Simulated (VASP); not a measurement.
Here is a VASP 6.6.1 calculation.

INCAR

```
SYSTEM = Li2S
PREC = Accurate ; ENCUT = 750
EDIFF = 1E-6 ; ISMEAR = -1
SIGMA = 0.02 ; LREAL = .FALSE.
LASPH = .TRUE. ; NELM = 120
ALGO = Normal ; ISIF = 2
LWAVE = .FALSE. ; LCHARG = .FALSE.
GGA = PE ; NBANDS = 13
GGA_COMPAT = .FALSE.
```

File KPOINTS:

```
regular mesh
0
G
  8 8 8
  0 0 0
```

The input POSCAR:

```
Li2S
1.0
    0.0000000000      2.8452944194      2.8452944194
    2.8452944194      0.0000000000      2.8452944194
    2.8452944194      2.8452944194      0.0000000000
Li S
2 1
Direct
    0.2500000000      0.2500000000      0.2500000000
    0.7500000000      0.7500000000      0.7500000000
    0.0000000000      0.0000000000      0.0000000000
```

Potentials or basis: VASP PAW PBE potentials, release 64 (Li_sv, S).

Command:

```bash
$ cat potpaw_PBE.64/Li_sv/POTCAR potpaw_PBE.64/S/POTCAR > POTCAR
$ mpirun -np 1 vasp_std > vasp.out
```

(1) Estimate the band gap on the k mesh.

(2) Predict the pressure.

## Answers

(1) 3.39 eV (least direct gap 4.29 eV).

(2) 0.2 GPa.
